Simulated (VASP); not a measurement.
Si17Ge7O48: single point with PBEsol

Si17Ge7O48:

```
CELL_PARAMETERS angstrom
9.92644 0.00000 0.00000
-4.96322 8.59655 0.00000
0.00000 0.00000 11.03862
ATOMIC_POSITIONS crystal
Si 0.23277 0.00475 0.16584
Si 0.23496 0.50094 0.16601
Si 0.73243 0.00013 0.16903
Si 0.72911 0.99979 0.66728
Si 0.72731 0.49684 0.16399
Si 0.00782 0.23888 0.83412
Si 0.00199 0.73192 0.33298
Si 0.49750 0.23153 0.33346
Si 0.50236 0.23520 0.83362
Si 0.50612 0.73403 0.83271
Si 0.26385 0.26699 0.00133
Si 0.27217 0.26549 0.49783
Si 0.26679 0.76850 0.00000
Si 0.26617 0.76921 0.49978
Si 0.76738 0.26774 0.00363
Si 0.76849 0.26600 0.50037
Si 0.76757 0.76926 0.99970
Ge 0.23541 0.00046 0.66582
Ge 0.23527 0.50084 0.67004
Ge 0.73247 0.50152 0.66424
Ge 0.99626 0.23170 0.33143
Ge 0.00232 0.73533 0.83507
Ge 0.49957 0.73183 0.33291
Ge 0.77165 0.76898 0.49795
O 0.19977 0.13756 0.11231
O 0.20446 0.13718 0.61350
O 0.20154 0.63621 0.11079
O 0.20514 0.64077 0.61153
O 0.70152 0.13753 0.11179
O 0.70465 0.13845 0.61587
O 0.69915 0.63984 0.11127
O 0.70199 0.63699 0.61130
O 0.36069 0.06189 0.27849
O 0.36349 0.06372 0.77936
O 0.35922 0.56656 0.27753
O 0.36327 0.56771 0.77775
O 0.85805 0.06150 0.27877
O 0.86021 0.06545 0.77746
O 0.86099 0.56463 0.27837
O 0.86483 0.56027 0.77881
O 0.43291 0.29231 0.44359
O 0.43349 0.29485 0.94342
O 0.43715 0.80076 0.44535
O 0.43836 0.79865 0.94787
O 0.94003 0.30017 0.44716
O 0.93345 0.29820 0.94633
O 0.93787 0.80061 0.44552
O 0.93670 0.79517 0.94508
O 0.14148 0.20724 0.38732
O 0.14056 0.20270 0.88789
O 0.13953 0.70300 0.38526
O 0.13803 0.70042 0.88800
O 0.64089 0.20745 0.38738
O 0.63678 0.20102 0.88947
O 0.63871 0.70327 0.38654
O 0.63899 0.70049 0.88782
O 0.06006 0.36004 0.22080
O 0.06412 0.36091 0.72108
O 0.06345 0.86138 0.22286
O 0.06892 0.86475 0.72351
O 0.56313 0.36181 0.22104
O 0.56109 0.35901 0.72236
O 0.56311 0.85914 0.22010
O 0.56496 0.86256 0.72090
O 0.29924 0.44271 0.05405
O 0.29694 0.43247 0.55414
O 0.29631 0.93351 0.04970
O 0.29692 0.93596 0.55379
O 0.79888 0.43431 0.05741
O 0.79983 0.43434 0.55215
O 0.79602 0.93461 0.05238
O 0.79959 0.93629 0.55778
```

| Item | Value |
| --- | --- |
| Program | VASP 6.6.1 |
| Task | single point |
| Functional | PBEsol |
| Potentials or basis | VASP PAW PBE potentials, release 64 (Si, Ge_d, O) |
| Cutoff | 600 eV |
| k mesh | 1 × 1 × 1, shifted |
| Occupations | fermi-dirac, width 0.05 eV |
| Spin | no spin polarisation |

| Property | Result |
| --- | --- |
| Pressure | 0.9 GPa |
| Largest force | 5.980 eV/Å |
| Band gap on the k mesh | 6.04 eV |

Forces in eV/Å, atoms in the order of the input:
```
Si   0.805 -2.329 -0.091
Si  -1.924 -0.115  0.512
Si  -0.662 -0.800 -1.528
Si   1.711  0.125  0.201
Si   0.609  1.556  0.800
Si  -2.329 -1.985 -0.060
Si  -0.846 -0.209 -0.117
Si   1.258 -0.227 -0.696
Si   0.087 -1.533  0.035
Si  -1.683  0.225  0.698
Si   1.315  1.316 -0.305
Si  -2.705 -0.027  1.421
Si   1.115 -1.169 -0.567
Si   0.966 -0.385 -0.256
Si  -0.041 -0.470 -1.513
Si   0.254  0.121  0.256
Si   0.754 -0.370 -0.160
Ge   0.385  0.094  1.172
Ge  -0.708 -0.273 -2.744
Ge   1.522 -1.656  1.433
Ge   1.251  0.025  1.254
Ge   0.350 -1.655 -1.762
Ge  -0.439  0.484  0.763
Ge  -1.952 -0.159  0.904
O    0.238  0.682 -0.595
O   -2.128  3.940 -2.821
O    0.550  0.312 -0.393
O   -1.298  2.164 -1.564
O    0.887 -0.458  0.312
O   -0.205  1.052 -1.594
O    1.165 -0.694 -0.200
O   -2.365  1.407  0.129
O   -0.367  0.969 -0.542
O    2.017  2.141  2.527
O   -1.391 -3.255 -1.529
O    3.058  2.462  3.806
O   -1.137 -2.638 -1.216
O    0.334  1.577  0.392
O   -0.817  0.425 -0.845
O    0.157 -0.921  0.488
O    0.749 -0.050 -0.421
O   -1.445 -0.309  0.716
O   -2.693  0.522  2.292
O   -0.012 -0.978 -1.083
O   -2.941  0.302  2.480
O    0.717 -0.640 -0.832
O    4.909 -0.005 -2.580
O   -4.222  1.231  4.053
O    2.628 -0.192  1.277
O   -0.521  0.607  0.422
O    0.038  0.596  0.843
O    3.614 -0.056  1.957
O   -0.539  0.232  0.280
O   -0.003  0.990  0.919
O    1.594 -1.287 -0.619
O    0.046  0.592  0.278
O    1.331  3.532 -3.455
O   -1.365 -2.205  1.630
O    1.103  0.930 -0.291
O   -2.026 -0.562 -1.037
O    0.199 -0.612  0.667
O   -0.797 -1.203  0.646
O    0.824  3.126 -2.861
O    0.296 -0.705  0.743
O    0.656 -2.333 -0.585
O    1.593 -1.575 -1.789
O   -1.678  1.206  2.048
O    2.270 -1.984 -3.240
O   -0.767 -0.135  0.445
O    1.097 -1.344 -1.597
O   -0.773  0.255  1.184
O   -1.671  2.309  1.508
```

Stress tensor (GPa, compression positive):
```
 1.09 -0.76  0.42
-0.76  0.90 -0.58
 0.42 -0.58  0.77
```

Levels at points of the mesh, in eV from the valence-band top:
| k point | band 224 | band 225 | band 226 | band 227 | band 228 | band 229 | band 230 | band 231 |
| --- | --- | --- | --- | --- | --- | --- | --- | --- |
| (0.50, 0.50, 0.50) | -0.13 | -0.10 | -0.08 | 0.00 | 6.04 | 6.15 | 6.25 | 6.37 |
| (0.50, 0.00, 0.50) | -0.17 | -0.09 | -0.07 | -0.01 | 6.06 | 6.18 | 6.24 | 6.36 |
| (0.00, 0.50, 0.50) | -0.14 | -0.11 | -0.05 | -0.01 | 6.04 | 6.16 | 6.27 | 6.39 |

Run time: 61 min on 1 thread of Intel Xeon 8259CL, with other jobs on the host, peak memory 1.4 GiB.

Caveat: the k points lie up to 0.73 Å⁻¹ apart; the PAW data sets were made with another functional, which shifts forces and pressure a little; a shifted mesh leaves out Γ, where band edges can lie. A k mesh can miss the band edges.
